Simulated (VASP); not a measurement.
Set up this calculation in VASP 6.6.1, as the native input.

- Task: single point
- Functional: LDA
- Potentials or basis: VASP PAW LDA potentials, release 64 (Rh_pv)
- Cutoff: 520 eV
- k mesh: 18 × 18 × 6
- Occupations: gaussian, width 0.15 eV
- Spin: no spin polarisation
- Dipole correction: no
- Further INCAR settings: ALGO = Fast; EDIFF = 1e-06; NBANDS = 38

The structure of Rh lies in POSCAR:

```
Rh
1.0
    2.7104000000      0.0000000000      0.0000000000
   -1.3552000000      2.3472752544      0.0000000000
    0.0000000000      0.0000000000      9.3602000000
Rh
4
Direct
    0.0000000000      0.0000000000      0.0000000000
    0.3333333333      0.6666666667      0.2500000000
    0.0000000000      0.0000000000      0.5000000000
    0.6666666667      0.3333333333      0.7500000000
```

This isn't the form of Rh at room conditions, which is fcc.

One way to write it, as run:

INCAR

```
PREC = Accurate
ENCUT = 520
EDIFF = 1E-6
ISMEAR = 0
SIGMA = 0.15
LREAL = F
LASPH = T
NELM = 60
ALGO = Fast
ISIF = 2
LWAVE = F
LCHARG = T
GGA = CA
LELF = T
LVHAR = T
NBANDS = 38
```

KPOINTS

```
Automatic mesh
0
Gamma
  18 18 6
```

Potentials or basis: VASP PAW LDA potentials, release 64 (Rh_pv).

Command:

```console
$ cat potpaw_LDA.64/Rh_pv/POTCAR > POTCAR
$ mpirun -np 1 vasp_std > vasp.out
```

It gave:

```json
{"Pressure": "-25.8 GPa", "Band gap on the k mesh": "zero (bands 30 and 31 overlap by 1.82 eV)"}
```

Caveat: the stress differs along the axes, from -35 to -21 GPa.

It took 2.6 min on 1 thread of AMD EPYC 9R45 96-Core Processor (Zen 5) (shared host), peak memory 0.29 GiB.
